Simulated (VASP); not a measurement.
# CaSe (Pm-3m) in VASP: G0W0 quasiparticle levels with PBE

Aim: the G0W0 quasiparticle levels of CaSe with PBE.

Everything below comes from runs of VASP 6.6.1. Logs are shortened: lines on timing, memory, paths and dates and some standing lists are left out, and cuts for length are marked.

## 1. The cell of the first run

It takes space group Pm-3m (No. 221, cubic). The conventional cell has a = 3.635 Å, b = 3.635 Å, c = 3.635 Å, α = 90.00°, β = 90.00°, γ = 90.00°. Within 4.1 Å of Ca (site symmetry m-3m) lie 8 Se at 3.15 Å and 6 Ca at 3.63 Å. Within 4.1 Å of Se (site symmetry m-3m) lie 8 Ca at 3.15 Å and 6 Se at 3.63 Å.

## 2. G0W0 quasiparticle levels, PBE

File POSCAR:

```
CaSe
1.0
    3.6347849158      0.0000000000      0.0000000000
    0.0000000000      3.6347849158      0.0000000000
    0.0000000000      0.0000000000      3.6347849158
Ca Se
1 1
Direct
    0.0000000000      0.0000000000      0.0000000000
    0.5000000000      0.5000000000      0.5000000000
```

File INCAR.step1:

```
ALGO = Normal
EDIFF = 1E-8
ENCUT = 500
GGA = PE
ISMEAR = 0
LASPH = True
LCHARG = False
LREAL = False
LWAVE = True
NELM = 80
PREC = Accurate
SIGMA = 0.01
```

File INCAR.step2:

```
ALGO = Exact
EDIFF = 1E-8
ENCUT = 500
GGA = PE
ISMEAR = 0
ISTART = 1
LASPH = True
LCHARG = False
LOPTICS = True
LREAL = False
LWAVE = True
NBANDS = 86
NELM = 1
PREC = Accurate
SIGMA = 0.01
```

File INCAR.step3:

```
ALGO = EVGW0
EDIFF = 1E-8
ENCUT = 500
ENCUTGW = 80.0
GGA = PE
ISMEAR = 0
ISTART = 1
LASPH = True
LCHARG = False
LREAL = False
LWAVE = False
NBANDS = 86
NBANDSGW = 16
NELMGW = 1
NOMEGA = 96
OMEGAMAX = 20
PREC = Accurate
PRECFOCK = Fast
SIGMA = 0.01
```

File KPOINTS:

```
k-points
0
Gamma
  4 4 4
```

Potentials or basis: VASP PAW PBE potentials, release 64 (Ca_sv_GW, Se_GW).

On the command line:

```console
> cat potpaw_PBE.64/Ca_sv_GW/POTCAR potpaw_PBE.64/Se_GW/POTCAR > POTCAR
> cp INCAR.step1 INCAR
> mpirun -np 1 vasp_std > vasp.out
> cp INCAR.step2 INCAR
> mpirun -np 1 vasp_std > vasp.out
> cp INCAR.step3 INCAR
> mpirun -np 1 vasp_std > vasp.out
```

OUTCAR:

```text
EDIFF = 1E-8
   ENCUT = 500
   ENCUTGW = 80.0
   GGA = PE
   ISMEAR = 0
   ISTART = 1
   LASPH = True
   LREAL = False
   NELMGW = 1
   PREC = Accurate
   PRECFOCK = Fast

 ion  position               nearest neighbor table
   1  0.000  0.000  0.000-   2 3.15   2 3.15   2 3.15   2 3.15   2 3.15   2 3.15   2 3.15   2 3.15

   2  0.500  0.500  0.500-   1 3.15   1 3.15   1 3.15   1 3.15   1 3.15   1 3.15   1 3.15   1 3.15

  LATTYP: Found a simple cubic cell.
 ALAT       =     3.6347849158

  Lattice vectors:

 A1 = (   3.6347849158,   0.0000000000,   0.0000000000)
 A2 = (   0.0000000000,   3.6347849158,   0.0000000000)
 A3 = (   0.0000000000,   0.0000000000,   3.6347849158)

Analysis of symmetry for initial positions (statically):
=====================================================================
 Subroutine PRICEL returns:
 Original cell was already a primitive cell.

 Routine SETGRP: Setting up the symmetry group for a
 simple cubic supercell.

 Subroutine GETGRP returns: Found 48 space group operations
 (whereof 48 operations were pure point group operations)
 out of a pool of 48 trial point group operations.

The static configuration has the point symmetry O_h .

Analysis of symmetry for dynamics (positions and initial velocities):
=====================================================================
 Subroutine PRICEL returns:
 Original cell was already a primitive cell.

 Routine SETGRP: Setting up the symmetry group for a
 simple cubic supercell.

 Subroutine GETGRP returns: Found 48 space group operations
 (whereof 48 operations were pure point group operations)
 out of a pool of 48 trial point group operations.

The dynamic configuration has the point symmetry O_h .

 Subroutine INISYM returns: Found 48 space group operations
 (whereof 48 operations are pure point group operations),
 and found     1 'primitive' translations

----------------------------------------------------------------------------------------

                                     Primitive cell

  volume of cell :      48.0215

  direct lattice vectors                    reciprocal lattice vectors
     3.634784916  0.000000000  0.000000000     0.275119443  0.000000000  0.000000000
     0.000000000  3.634784916  0.000000000     0.000000000  0.275119443  0.000000000
     0.000000000  0.000000000  3.634784916     0.000000000  0.000000000  0.275119443

  length of vectors
     3.634784916  3.634784916  3.634784916     0.275119443  0.275119443  0.275119443

  position of ions in fractional coordinates (direct lattice)
     0.000000000  0.000000000  0.000000000
     0.500000000  0.500000000  0.500000000

  ion indices of the primitive-cell ions
   primitive index   ion index
                 1           1
                 2           2

----------------------------------------------------------------------------------------

 KPOINTS: k-points

Automatic generation of k-mesh.
 Grid dimensions read from file:
 generate k-points for:    4    4    4

 Generating k-lattice:

  Cartesian coordinates                     Fractional coordinates (reciprocal lattice)
     0.068779861  0.000000000  0.000000000     0.250000000  0.000000000  0.000000000
     0.000000000  0.068779861  0.000000000     0.000000000  0.250000000  0.000000000
     0.000000000  0.000000000  0.068779861     0.000000000  0.000000000  0.250000000

  Length of vectors
     0.068779861  0.068779861  0.068779861

  Shift w.r.t. Gamma in fractional coordinates (k-lattice)
     0.000000000  0.000000000  0.000000000

 Subroutine IBZKPT returns following result:
 ===========================================

 Found     10 irreducible k-points:

 Following reciprocal coordinates:
            Coordinates               Weight
  0.000000  0.000000  0.000000      1.000000
  0.250000  0.000000  0.000000      6.000000
  0.500000  0.000000  0.000000      3.000000
  0.250000  0.250000  0.000000     12.000000
  0.500000  0.250000  0.000000     12.000000
  0.500000  0.500000  0.000000      3.000000
  0.250000  0.250000  0.250000      8.000000
  0.500000  0.250000  0.250000     12.000000
  0.500000  0.500000  0.250000      6.000000
  0.500000  0.500000  0.500000      1.000000
   k-points           NKPTS =     10   k-points in BZ     NKDIM =     64   number of bands    NBANDS=     86
   number of dos      NEDOS =    301   number of ions     NIONS =      2
   total plane-waves  NPLWV =  21952
   dimension x,y,z NGX =    28 NGY =   28 NGZ =   28
   dimension x,y,z NGXF=    56 NGYF=   56 NGZF=   56
   ions per type =               1   1
   NGX,Y,Z   is equivalent  to a cutoff of  12.81, 12.81, 12.81 a.u.
   NGXF,Y,Z  is equivalent  to a cutoff of  25.61, 25.61, 25.61 a.u.
 SYSTEM =  unknown system
   PREC   = accura    normal or accurate (medium, high low for compatibility)
   ISTART =      1    job   : 0-new  1-cont  2-samecut
   ICHARG =      0    charge: 1-file 2-atom 10-const
   ISPIN  =      1    spin polarized calculation?
   LNONCOLLINEAR =      F non collinear calculations
   LSORBIT =      F    spin-orbit coupling
   LASPH  =      T    aspherical Exc in radial PAW
   ENCUT  =  500.0 eV  36.75 Ry    6.06 a.u.   6.63  6.63  6.63*2*pi/ulx,y,z
   NELM   =     60;   NELMIN=  2; NELMDL=  0     # of ELM steps
   EDIFF  = 0.1E-07   stopping-criterion for ELM
   LREAL  =      F    real-space projection
   EDIFFG = 0.1E-06   stopping-criterion for IOM
   NSW    =      0    number of steps for IOM
   IBRION =     -1    ionic relax: 0-MD 1-quasi-New 2-CG
   NFREE  =      0    steps in history (QN), initial steepest desc. (CG)
   ISIF   =      0    stress and relaxation
   ISYM   =      3    0-nonsym 1-usesym 2-fastsym
   POTIM  = 0.5000    time-step for ionic-motion
   TEBEG  =    0.0;   TEEND  =   0.0 temperature during run
   PSTRESS=    0.0 pullay stress
   NELECT =      16.0000    total number of electrons
   NUPDOWN=      -1.0000    fix difference up-down
   EMIN   =  10.00;   EMAX   =-10.00  energy-range for DOS
   EFERMI =   0.00;   METHOD = LEGACY
   ISMEAR =     0;   SIGMA  =   0.01  broadening in eV -4-tet -1-fermi 0-gaus
   EFERMI_NEDOS =   21; number of points for ismear=-14 and -15
   IALGO  =     38    algorithm
   IMIX   =      4    mixing-type and parameters
     AMIX     =   0.40;   BMIX     =  1.00
     AMIX_MAG =   1.60;   BMIX_MAG =  1.00
  volume/ion in A,a.u.               =      24.01       162.03
  Fermi-wavevector in a.u.,A,eV,Ry     =   1.134931  2.144709 17.525233  1.288068
  Thomas-Fermi vector in A             =   2.271635
   LORBIT       =      0    0 simple, 1 ext, 2 COOP (PROOUT), +10 PAW based schemes
   GGA     = PE    functional components
   LHFCALC =     T    Hartree Fock is set to
   PRECFOCK=fast      Normal, Fast or Accurate (Low or Medium for compatibility)
   ENCUT4O =  -1.0   cutoff for four orbital integrals eV
   NKREDX  =     1    reduce k-point grid by
   NKREDY  =     1    reduce k-point grid by
   NKREDZ  =     1    reduce k-point grid by
   AEXX    =    1.0000 exact exchange contribution
   HFSCREEN=    0.0000 screening length (either q_TF or 0.3 A-1)
   HFSCREENC=   0.0000 screening length for correlation (either q_TF or 0.3 A-1)
   ENCUTFOCK=  -1.0 apply spherical cutoff to Coloumb kernel
   IVDW    =     0    specifies the selected vdW correction
   LEPSILON=     F    determine dielectric tensor
   LRPA    =     F    only Hartree local field effects (RPA)
   LRPAFORCE           =     F    calculate RPA forces
   ENCUTGW             =  80.0    cutoff for response function in eV
   ENCUTGWSOFT         =  64.0    soft cutoff for Coulomb kernel in GW response function in eV
   ENCUTLF             =  -1.0    cutoff for local field effects
   NELMGW              =     1    number of iterations in solving QP/BSE equation
   NELMHF              =     1    number of iterations in the inner HF iteration
   NKREDLFX            =     1    NKREDLFY  =   1   NKREDLFZ  =   1
 non-spin polarized calculation
 Gauss-broadening in eV      SIGMA  =   0.01
  energy-cutoff  :      500.00
  volume of cell :       48.02
 maximum number of plane-waves:      1234
 NGX is ok and might be reduce to    28
  NGX = 16; NGY = 16; NGZ = 16
   NGX = 13   NGY = 13   NGZ = 13
 maximum number of plane-waves:        88
 NGX is ok and might be reduce to    14

 QP shifts <psi_nk| G(iteration)W_0 |psi_nk>: iteration 1
 for sc-GW calculations column KS-energies equals QP-energies in previous step
 and V_xc(KS)=  KS-energies - (<T + V_ion + V_H > + <T+V_H+V_ion>^1  + <V_x>^1)

 k-point   1 :       0.0000    0.0000    0.0000
  band No.  KS-energies  QP-energies   sigma(KS)   V_xc(KS)     V^pw_x(r,r')   Z            occupation Imag(sigma)

      1     -35.7799     -37.2284     -23.2602     -20.7166     -34.4249       0.5695       2.0000       0.4728
      2     -16.7152     -18.0928     -22.0529     -19.9924     -27.9086       0.6686       2.0000       0.1737
      3     -16.7152     -18.0928     -22.0529     -19.9924     -27.9086       0.6686       2.0000       0.1737
      4     -16.7152     -18.0928     -22.0529     -19.9924     -27.9086       0.6686       2.0000       0.1737
      5      -7.4331      -7.8082     -12.9245     -12.3140     -19.7604       0.6143       2.0000       1.0316
      6       4.7262       4.1783     -12.6438     -11.9188     -14.5941       0.7558       2.0000       0.0542
[... 8 lines left out ...]
     15      14.6933      15.8534     -11.2902     -12.8898      -5.7400       0.7253       0.0000      -0.4943
     16      14.6933      15.8534     -11.2902     -12.8898      -5.7400       0.7253       0.0000      -0.4943

 k-point   2 :       0.2500    0.0000    0.0000
  band No.  KS-energies  QP-energies   sigma(KS)   V_xc(KS)     V^pw_x(r,r')   Z            occupation Imag(sigma)

      1     -35.7736     -37.2255     -23.2696     -20.7250     -34.4317       0.5706       2.0000       0.4739
      2     -16.8073     -18.1628     -21.8724     -19.8325     -27.7866       0.6645       2.0000       0.2120
      3     -16.7067     -18.0826     -22.0632     -20.0069     -27.9157       0.6691       2.0000       0.1708
      4     -16.7067     -18.0826     -22.0632     -20.0069     -27.9157       0.6691       2.0000       0.1708
      5      -7.0926      -7.4887     -13.1842     -12.5782     -19.8572       0.6536       2.0000       0.9830
      6       2.1667       1.5147     -11.5712     -10.6761     -13.9146       0.7284       2.0000       0.1019
[... 8 lines left out ...]
     15      13.3170      13.9487      -9.6214     -10.4620      -4.7274       0.7516       0.0000      -0.2556
     16      15.4195      16.5147     -11.4195     -12.8827      -5.7454       0.7485       0.0000      -0.6194

 k-point   3 :       0.5000    0.0000    0.0000
  band No.  KS-energies  QP-energies   sigma(KS)   V_xc(KS)     V^pw_x(r,r')   Z            occupation Imag(sigma)

      1     -35.7673     -37.2254     -23.2787     -20.7333     -34.4385       0.5728       2.0000       0.4750
      2     -16.8972     -18.2303     -21.6974     -19.6813     -27.6727       0.6612       2.0000       0.2506
      3     -16.6982     -18.0740     -22.0736     -20.0215     -27.9216       0.6705       2.0000       0.1693
      4     -16.6982     -18.0740     -22.0736     -20.0215     -27.9216       0.6705       2.0000       0.1693
      5      -6.6940      -7.0620     -13.4772     -12.9243     -20.0046       0.6655       2.0000       0.9021
      6       0.6741      -0.0482     -11.2256     -10.1942     -14.2195       0.7003       2.0000       0.1794
[... 114 lines left out ...]
      1     -35.7493     -37.2258     -23.3090     -20.7563     -34.4567       0.5784       2.0000       0.4813
      2     -16.8444     -18.2089     -21.8495     -19.7974     -27.7385       0.6650       2.0000       0.1915
      3     -16.8444     -18.2089     -21.8495     -19.7974     -27.7385       0.6650       2.0000       0.1915
      4     -16.7581     -18.1248     -21.9770     -19.9319     -27.8388       0.6683       2.0000       0.1708
      5      -6.1216      -6.4142     -13.4763     -13.0306     -19.8907       0.6564       2.0000       0.8190
      6       1.9620       1.2951     -11.8964     -10.9776     -14.5254       0.7258       2.0000       0.1088
[... 8 lines left out ...]
     15      12.8320      13.7988     -11.4645     -12.8265      -5.9584       0.7099       0.0000      -0.3511
     16      12.8320      13.7988     -11.4645     -12.8265      -5.9584       0.7099       0.0000      -0.3511

 k-point  10 :       0.5000    0.5000    0.5000
  band No.  KS-energies  QP-energies   sigma(KS)   V_xc(KS)     V^pw_x(r,r')   Z            occupation Imag(sigma)

      1     -35.7435     -37.2210     -23.3205     -20.7637     -34.4632       0.5779       2.0000       0.4819
      2     -16.8313     -18.1830     -21.8608     -19.8229     -27.7432       0.6633       2.0000       0.1806
      3     -16.8313     -18.1830     -21.8608     -19.8229     -27.7432       0.6633       2.0000       0.1806
      4     -16.8313     -18.1830     -21.8608     -19.8229     -27.7432       0.6633       2.0000       0.1806
      5      -5.8160      -6.0857     -13.6406     -13.2269     -19.9448       0.6519       2.0000       0.7432
      6       1.8934       1.2783     -11.7924     -10.9395     -14.3791       0.7212       2.0000       0.1124
[... 8 lines left out ...]
     15      11.3385      13.1309     -13.6492     -16.3091      -8.1060       0.6739       0.0000      -0.1698
     16      11.3385      13.1309     -13.6492     -16.3091      -8.1060       0.6739       0.0000      -0.1698
```

It took 1.9 min on 1 thread of AMD EPYC 9R45 (Zen 5), shared host; peak memory 0.44 GiB.

What came out:

| Item | Value |
| --- | --- |
| Quasiparticle gap | 1.73 eV |
| Least direct quasiparticle gap | 1.73 eV |
| Band gap of the starting levels on the mesh | 0.74 eV |
| Least direct gap of the starting levels on the mesh | 0.74 eV |

Caveat: the k points lie up to 0.43 Å⁻¹ apart; bands, screening cutoff and mesh are small and nothing is extrapolated, so the quasiparticle values aren't converged; the structure was generated, so it needn't be the stable form of CaSe.
